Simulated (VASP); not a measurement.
## BN: single point with PBE

Crystal: BN.

```
B N
1.0
     3.76827   -6.52684    0.00000
    -7.53654    0.00000    0.00000
     0.00000    0.00000   -8.34316
B N
18 18
Direct
  0.44444 0.55556 0.75000
  0.11111 0.55556 0.75000
  0.77778 0.55556 0.75000
  0.44444 0.22222 0.75000
  0.11111 0.22222 0.75000
  0.77778 0.22222 0.75000
  0.44444 0.88889 0.75000
  0.11111 0.88889 0.75000
  0.77778 0.88889 0.75000
  0.55556 0.44444 0.25000
  0.22222 0.44444 0.25000
  0.88889 0.44444 0.25000
  0.55556 0.11111 0.25000
  0.22222 0.11111 0.25000
  0.88889 0.11111 0.25000
  0.55556 0.77778 0.25000
  0.22222 0.77778 0.25000
  0.88889 0.77778 0.25000
  0.44444 0.55556 0.25000
  0.11111 0.55556 0.25000
  0.77778 0.55556 0.25000
  0.44444 0.22222 0.25000
  0.11111 0.22222 0.25000
  0.77778 0.22222 0.25000
  0.44444 0.88889 0.25000
  0.11111 0.88889 0.25000
  0.77778 0.88889 0.25000
  0.55556 0.44444 0.75000
  0.22222 0.44444 0.75000
  0.88889 0.44444 0.75000
  0.55556 0.11111 0.75000
  0.22222 0.11111 0.75000
  0.88889 0.11111 0.75000
  0.55556 0.77778 0.75000
  0.22222 0.77778 0.75000
  0.88889 0.77778 0.75000
```

```
Program                : VASP 6.6.1
Task                   : single point
Functional             : PBE
Potentials or basis    : VASP PAW PBE potentials, release 64 (B, N)
Cutoff                 : 520 eV
k mesh                 : 2 × 2 × 2
Occupations            : gaussian, width 0.01 eV
Spin                   : no spin polarisation
Dipole correction      : no
Further INCAR settings : LREAL = Auto; ALGO = Normal; EDIFF = 1e-07; NBANDS = 96
```

```yaml
Pressure: 0.0 GPa
Band_gap_on_the_k_mesh: 4.40 eV
```

Stress tensor (GPa, compression positive):
```
 0.09  0.00  0.00
 0.00  0.09  0.00
 0.00  0.00 -0.08
```

Levels at points of the mesh, in eV from the valence-band top:
| k point | band 68 | band 69 | band 70 | band 71 | band 72 | band 73 | band 74 | band 75 | band 76 | band 77 |
| --- | --- | --- | --- | --- | --- | --- | --- | --- | --- | --- |
| (0.00, 0.00, 0.00) | -1.35 | 0.00 | 0.00 | 0.00 | 0.00 | 4.40 | 4.67 | 4.67 | 4.67 | 4.67 |
| (0.50, 0.00, 0.00) | -0.90 | -0.90 | -0.90 | -0.90 | -0.78 | 4.58 | 5.01 | 5.29 | 5.29 | 5.36 |
| (0.00, 0.00, 0.50) | -1.35 | 0.00 | 0.00 | 0.00 | 0.00 | 4.66 | 4.66 | 4.66 | 4.66 | 5.69 |
| (0.50, 0.00, 0.50) | -1.06 | -1.06 | -1.06 | -0.90 | -0.90 | 4.77 | 4.77 | 5.44 | 5.44 | 5.44 |

Wall time 4.5 min on 1 thread of Intel(R) Xeon(R) Platinum 8375C CPU @ 2.90GHz (Ice Lake) (shared host), peak memory 0.5 GiB.

Caveat: the k points lie up to 0.48 Å⁻¹ apart; this functional lacks dispersion, which binds the layers, so the pressure and a relaxed spacing across them are unreliable. A k mesh can miss the band edges.
